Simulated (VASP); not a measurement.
# AlFe (Pm-3m) in VASP: further runs

The runs below take AlFe through single point, with PBE, LDA.

All numbers are computed with VASP 6.6.1; they aren't measurements. Logs are shortened: lines on timing, memory, paths and dates and some standing lists are left out, and cuts for length are marked.

## (1) The cell of the first run

The structure is cubic, space group Pm-3m (No. 221). The conventional cell has a = 2.871 Å, b = 2.871 Å, c = 2.871 Å, α = 90.00°, β = 90.00°, γ = 90.00°. Within 3.3 Å of Fe (site symmetry m-3m) lie 8 Al at 2.49 Å and 6 Fe at 2.87 Å. Within 3.3 Å of Al (site symmetry m-3m) lie 8 Fe at 2.49 Å and 6 Al at 2.87 Å.

## (2) Single point, PBE, collinear spin, ferromagnetic start

File INCAR:

```
ALGO     = Normal         # electronic algorithm
EDIFF    = 1E-7           # SCF threshold, eV
ENCUT    = 520            # plane-wave cutoff, eV
GGA      = PE             # functional
ISIF     = 2              # what is computed and relaxed
ISMEAR   = -1             # smearing method
ISPIN    = 2              # spin polarisation
LASPH    = True           # aspherical terms in the spheres
LCHARG   = True           # write CHGCAR
LELF     = True           # ELF
LMAXMIX  = 4              # l up to which the mixer works
LORBIT   = 11             # projections on sites
LREAL    = False          # projectors in reciprocal space
LVHAR    = True         
LWAVE    = False          # write WAVECAR
MAGMOM   = 3 0            # initial moments
NBANDS   = 16             # bands
NELM     = 150            # most SCF steps
PREC     = Accurate       # precision mode
SIGMA    = 0.05           # smearing width, eV
```

File KPOINTS:

```
k-points
0
Gamma
  9 9 9
```

File POSCAR:

```
AlFe
1.0
    2.8706708545      0.0000000000      0.0000000000
    0.0000000000      2.8706708545      0.0000000000
    0.0000000000      0.0000000000      2.8706708545
Fe Al
1 1
Direct
    0.5000000000      0.5000000000      0.5000000000
    0.0000000000      0.0000000000      0.0000000000
```

Potentials or basis: VASP PAW PBE potentials, release 64 (Fe, Al).

The run is started by

```sh
> cat potpaw_PBE.64/Fe/POTCAR potpaw_PBE.64/Al/POTCAR > POTCAR
> mpirun -np 1 vasp_std > vasp.out
```

OUTCAR:

```text
EDIFF = 1E-7
   ENCUT = 520
   GGA = PE
   ISIF = 2
   ISMEAR = -1
   ISPIN = 2
   LASPH = True
   LORBIT = 11
   LREAL = False
   NELM = 150
   PREC = Accurate

 ion  position               nearest neighbor table
   1  0.500  0.500  0.500-   2 2.49   2 2.49   2 2.49   2 2.49   2 2.49   2 2.49   2 2.49   2 2.49

   2  0.000  0.000  0.000-   1 2.49   1 2.49   1 2.49   1 2.49   1 2.49   1 2.49   1 2.49   1 2.49

  LATTYP: Found a simple cubic cell.
 ALAT       =     2.8706708545

  Lattice vectors:

 A1 = (   2.8706708545,   0.0000000000,   0.0000000000)
 A2 = (   0.0000000000,   2.8706708545,   0.0000000000)
 A3 = (   0.0000000000,   0.0000000000,   2.8706708545)

Analysis of symmetry for initial positions (statically):
=====================================================================
 Subroutine PRICEL returns:
 Original cell was already a primitive cell.

 Routine SETGRP: Setting up the symmetry group for a
 simple cubic supercell.

 Subroutine GETGRP returns: Found 48 space group operations
 (whereof 48 operations were pure point group operations)
 out of a pool of 48 trial point group operations.

The static configuration has the point symmetry O_h .

Analysis of symmetry for dynamics (positions and initial velocities):
=====================================================================
 Subroutine PRICEL returns:
 Original cell was already a primitive cell.

 Routine SETGRP: Setting up the symmetry group for a
 simple cubic supercell.

 Subroutine GETGRP returns: Found 48 space group operations
 (whereof 48 operations were pure point group operations)
 out of a pool of 48 trial point group operations.

The dynamic configuration has the point symmetry O_h .

Analysis of structural, dynamic, and magnetic symmetry:
=====================================================================
 Subroutine PRICEL returns:
 Original cell was already a primitive cell.

 Routine SETGRP: Setting up the symmetry group for a
 simple cubic supercell.

 Subroutine GETGRP returns: Found 48 space group operations
 (whereof 48 operations were pure point group operations)
 out of a pool of 48 trial point group operations.

The overall configuration has the point symmetry O_h .

 Subroutine INISYM returns: Found 48 space group operations
 (whereof 48 operations are pure point group operations),
 and found     1 'primitive' translations

----------------------------------------------------------------------------------------

                                     Primitive cell

  volume of cell :      23.6565

  direct lattice vectors                    reciprocal lattice vectors
     2.870670855  0.000000000  0.000000000     0.348350630  0.000000000  0.000000000
     0.000000000  2.870670855  0.000000000     0.000000000  0.348350630  0.000000000
     0.000000000  0.000000000  2.870670855     0.000000000  0.000000000  0.348350630

  length of vectors
     2.870670855  2.870670855  2.870670855     0.348350630  0.348350630  0.348350630

  position of ions in fractional coordinates (direct lattice)
     0.500000000  0.500000000  0.500000000
     0.000000000  0.000000000  0.000000000

  ion indices of the primitive-cell ions
   primitive index   ion index
                 1           1
                 2           2

----------------------------------------------------------------------------------------

 KPOINTS: k-points

Automatic generation of k-mesh.
 Grid dimensions read from file:
 generate k-points for:    9    9    9

 Generating k-lattice:

  Cartesian coordinates                     Fractional coordinates (reciprocal lattice)
     0.038705626  0.000000000  0.000000000     0.111111111  0.000000000  0.000000000
     0.000000000  0.038705626  0.000000000     0.000000000  0.111111111  0.000000000
     0.000000000  0.000000000  0.038705626     0.000000000  0.000000000  0.111111111

  Length of vectors
     0.038705626  0.038705626  0.038705626

  Shift w.r.t. Gamma in fractional coordinates (k-lattice)
     0.000000000  0.000000000  0.000000000

 Subroutine IBZKPT returns following result:
 ===========================================

 Found     35 irreducible k-points:

 Following reciprocal coordinates:
            Coordinates               Weight
  0.000000  0.000000  0.000000      1.000000
  0.111111  0.000000  0.000000      6.000000
  0.222222  0.000000  0.000000      6.000000
  0.333333  0.000000  0.000000      6.000000
  0.444444  0.000000  0.000000      6.000000
  0.111111  0.111111  0.000000     12.000000
[... 16 lines left out ...]
  0.333333  0.333333  0.111111     24.000000
  0.444444  0.333333  0.111111     48.000000
 [... further k-points ...]
   k-points           NKPTS =     35   k-points in BZ     NKDIM =     35   number of bands    NBANDS=     16
   number of dos      NEDOS =    301   number of ions     NIONS =      2
   total plane-waves  NPLWV =  13824
   dimension x,y,z NGX =    24 NGY =   24 NGZ =   24
   dimension x,y,z NGXF=    48 NGYF=   48 NGZF=   48
   ions per type =               1   1
   NGX,Y,Z   is equivalent  to a cutoff of  13.90, 13.90, 13.90 a.u.
   NGXF,Y,Z  is equivalent  to a cutoff of  27.80, 27.80, 27.80 a.u.
 SYSTEM =  unknown system
   PREC   = accura    normal or accurate (medium, high low for compatibility)
   ISTART =      0    job   : 0-new  1-cont  2-samecut
   ICHARG =      2    charge: 1-file 2-atom 10-const
   ISPIN  =      2    spin polarized calculation?
   LNONCOLLINEAR =      F non collinear calculations
   LSORBIT =      F    spin-orbit coupling
   LASPH  =      T    aspherical Exc in radial PAW
   ENCUT  =  520.0 eV  38.22 Ry    6.18 a.u.   5.34  5.34  5.34*2*pi/ulx,y,z
   NELM   =    150;   NELMIN=  2; NELMDL= -5     # of ELM steps
   EDIFF  = 0.1E-06   stopping-criterion for ELM
   LREAL  =      F    real-space projection
   EDIFFG = 0.1E-05   stopping-criterion for IOM
   NSW    =      0    number of steps for IOM
   IBRION =     -1    ionic relax: 0-MD 1-quasi-New 2-CG
   NFREE  =      0    steps in history (QN), initial steepest desc. (CG)
   ISIF   =      2    stress and relaxation
   ISYM   =      2    0-nonsym 1-usesym 2-fastsym
   POTIM  = 0.5000    time-step for ionic-motion
   TEBEG  =    0.0;   TEEND  =   0.0 temperature during run
   PSTRESS=    0.0 pullay stress
   NELECT =      11.0000    total number of electrons
   NUPDOWN=      -1.0000    fix difference up-down
   EMIN   =  10.00;   EMAX   =-10.00  energy-range for DOS
   EFERMI =   0.00;   METHOD = LEGACY
   ISMEAR =    -1;   SIGMA  =   0.05  broadening in eV -4-tet -1-fermi 0-gaus
   EFERMI_NEDOS =   21; number of points for ismear=-14 and -15
   IALGO  =     38    algorithm
   IMIX   =      4    mixing-type and parameters
     AMIX     =   0.40;   BMIX     =  1.00
     AMIX_MAG =   1.60;   BMIX_MAG =  1.00
  volume/ion in A,a.u.               =      11.83        79.82
  Fermi-wavevector in a.u.,A,eV,Ry     =   1.268301  2.396741 21.886160  1.608587
  Thomas-Fermi vector in A             =   2.401403
   LORBIT       =     11    0 simple, 1 ext, 2 COOP (PROOUT), +10 PAW based schemes
   GGA     = PE    functional components
   LHFCALC =     F    Hartree Fock is set to
   AEXX    =    0.0000 exact exchange contribution
   IVDW    =     0    specifies the selected vdW correction
   LEPSILON=     F    determine dielectric tensor
   LRPA    =     F    only Hartree local field effects (RPA)
 spin polarized calculation
  energy-cutoff  :      520.00
  volume of cell :       23.66
 maximum number of plane-waves:       655
 NGX is ok and might be reduce to    24
   NGX = 11   NGY = 11   NGZ = 11

 number of electron      10.9999995 magnetization       0.6208150

 Free energy of the ion-electron system (eV)
  ---------------------------------------------------
  ext. energy  EPLUGINS =         0.00000000
  ---------------------------------------------------
  free energy    TOTEN  =       -12.66001975 eV

  energy without entropy =      -12.64215338  energy(sigma->0) =      -12.65108656

 E-fermi :   8.0331     XC(G=0): -12.1647

 val. band max:        8.0002565791   @ k =   0.2222   0.1111   0.0000
 cond. band min:       8.0332266008   @ k =   0.4444   0.2222   0.1111
 fundamental gap:      0.0329700217
 Fermi energy:         8.0330546873

 spin component 1

 k-point     1 :       0.0000    0.0000    0.0000
  band No.  band energies     occupation
      1      -2.3702      1.00000
      2       5.5728      1.00000
      3       5.5729      1.00000
      4       7.6962      0.99882
      5       7.6962      0.99882
      6       7.6962      0.99882
[... 8 lines left out ...]
     15      29.8944      0.00000
     16      31.7587      0.00000
[... 419 lines left out ...]
 k-point    24 :       0.4444    0.3333    0.1111
  band No.  band energies     occupation
      1       2.5902      1.00000
      2       4.3372      1.00000
      3       5.7784      1.00000
      4       6.5138      1.00000
      5       7.2044      1.00000
      6       7.3349      1.00000
[... 8 lines left out ...]
     15      28.7602      0.00000
     16      29.8163      0.00000

 [... further k-points ...]

 spin component 2

 k-point     1 :       0.0000    0.0000    0.0000
  band No.  band energies     occupation
      1      -2.3721      1.00000
      2       5.8651      1.00000
      3       5.8651      1.00000
      4       8.4775      0.00014
      5       8.4775      0.00014
      6       8.4775      0.00014
[... 8 lines left out ...]
     15      29.9347      0.00000
     16      31.7303      0.00000
[... 419 lines left out ...]
 k-point    24 :       0.4444    0.3333    0.1111
  band No.  band energies     occupation
      1       2.6730      1.00000
      2       4.4678      1.00000
      3       6.1010      1.00000
      4       6.8829      1.00000
      5       7.8419      0.97860
      6       7.9166      0.91134
[... 8 lines left out ...]
     15      28.9015      0.00000
     16      29.8062      0.00000

 [... further k-points ...]
[... 5 lines left out ...]
  --------------------------------------------------------------------------------------
  -------------------------------------------------------------------------------------
  Total        0.0766980      0.0766980      0.0766980     -0.0000000     -0.0000000     -0.0000000
  in kB        5.1945077      5.1945077      5.1945077     -0.0000000     -0.0000000     -0.0000000
  external PRESSURE =       5.1945077 kB  Pullay stress =       0.0000000 kB

 VOLUME and BASIS-vectors are now :
 -----------------------------------------------------------------------------
  energy-cutoff  :      520.00
  volume of cell :       23.66
      direct lattice vectors                 reciprocal lattice vectors
     2.870670855  0.000000000  0.000000000     0.348350630  0.000000000  0.000000000
     0.000000000  2.870670855  0.000000000     0.000000000  0.348350630  0.000000000
     0.000000000  0.000000000  2.870670855     0.000000000  0.000000000  0.348350630

 POSITION                                       TOTAL-FORCE (eV/Angst)
 -----------------------------------------------------------------------------------
      1.43534      1.43534      1.43534         0.000000      0.000000      0.000000
      0.00000      0.00000      0.00000         0.000000      0.000000      0.000000
 -----------------------------------------------------------------------------------
    total drift:                                0.000000     -0.000000     -0.000000

  FREE ENERGIE OF THE ION-ELECTRON SYSTEM (eV)
  ---------------------------------------------------
  free  energy   TOTEN  =       -12.6600197453 eV

  energy  without entropy=      -12.6421533756  energy(sigma->0) =      -12.65108656

 total charge

# of ion       s       p       d       tot
------------------------------------------
    1        0.433   0.505   6.487   7.425
    2        0.400   0.438   0.000   0.838
--------------------------------------------------
tot          0.833   0.943   6.487   8.263

 magnetization (x)

# of ion       s       p       d       tot
------------------------------------------
    1       -0.001   0.004   0.661   0.663
    2       -0.007  -0.015   0.000  -0.022
--------------------------------------------------
tot         -0.008  -0.011   0.661   0.641
```

It took 17 s on 1 thread of Intel Xeon 6975P-C, shared host; peak memory 0.16 GiB.

Results:

```
Free energy                                           : -12.6600 eV
Pressure                                              : 0.5 GPa
Net moment                                            : 0.62 μB per cell
Site moments                                          : Fe +0.66; Al -0.02 μB
Valence electrons inside the program's atomic spheres : Fe 7.42; Al 0.84
```

Levels at points of the mesh, in eV from the Fermi level:
Spin up:
| k point | band 3 | band 4 | band 5 | band 6 | band 7 | band 8 | band 9 | band 10 |
| --- | --- | --- | --- | --- | --- | --- | --- | --- |
| (0.00, 0.00, 0.00) | -2.46 | -0.34 | -0.34 | -0.34 | 6.41 | 6.41 | 6.41 | 9.37 |
Spin down:
```tsv
k point	band 3	band 4	band 5	band 6	band 7	band 8
(0.00, 0.00, 0.00)	-2.17	0.44	0.44	0.44	6.43	6.43
```

(Part 1 of 2 ends here.)
